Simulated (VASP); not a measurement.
The system is GaN.

```
Ga N
1.0
     0.00000    2.27424    2.27424
     2.27424    0.00000    2.27424
     2.27424    2.27424    0.00000
Ga N
1 1
Direct
  0.00000 0.00000 0.00000
  0.75000 0.75000 0.75000
```

| Item | Value |
| --- | --- |
| Program | VASP 6.6.1 |
| Task | relaxation of cell and atoms |
| Functional | LDA |
| Potentials or basis | VASP PAW LDA potentials, release 64 (Ga_d, N) |
| Cutoff | 600 eV |
| k mesh | 10 × 10 × 10 |
| Occupations | gaussian, width 0.02 eV |
| Spin | no spin polarisation |

At the start: pressure -10.2 GPa; volume 11.76 Å³/atom.

How do energy, volume and symmetry change on relaxing?

Over 15 steps the energy falls by 21.9 meV/atom and the volume is 11.12 Å³/atom (-5.5 %); space group F-43m (No. 216, to 0.05 Å).

Step by step:
```csv
step,energy change (eV),largest force (eV/Å),pressure (GPa),volume (Å³)
1,0.0000,0.0000,-10.16,23.53
2,-0.0033,0.0000,11.99,21.08
3,-0.0438,0.0000,0.57,22.22
4,-0.0436,0.0000,-0.75,22.29
5,-0.0437,0.0000,-0.28,22.25
6,-0.0437,0.0000,-0.35,22.25
7,-0.0437,0.0000,-0.25,22.25
8,-0.0437,0.0000,-0.27,22.25
9,-0.0437,0.0000,-0.28,22.25
10,-0.0437,0.0000,-0.28,22.25
11,-0.0438,0.0000,-0.28,22.24
12,-0.0438,0.0000,-0.28,22.24
13,-0.0438,0.0000,-0.09,22.24
14,-0.0438,0.0000,-0.23,22.24
15,-0.0438,0.0000,-0.06,22.23
```

Final structure:
```
Ga N
1.0
     0.00000    2.23186    2.23186
     2.23186    0.00000    2.23186
     2.23186    2.23186    0.00000
Ga N
1 1
Direct
  0.00000 0.00000 0.00000
  0.75000 0.75000 0.75000
```
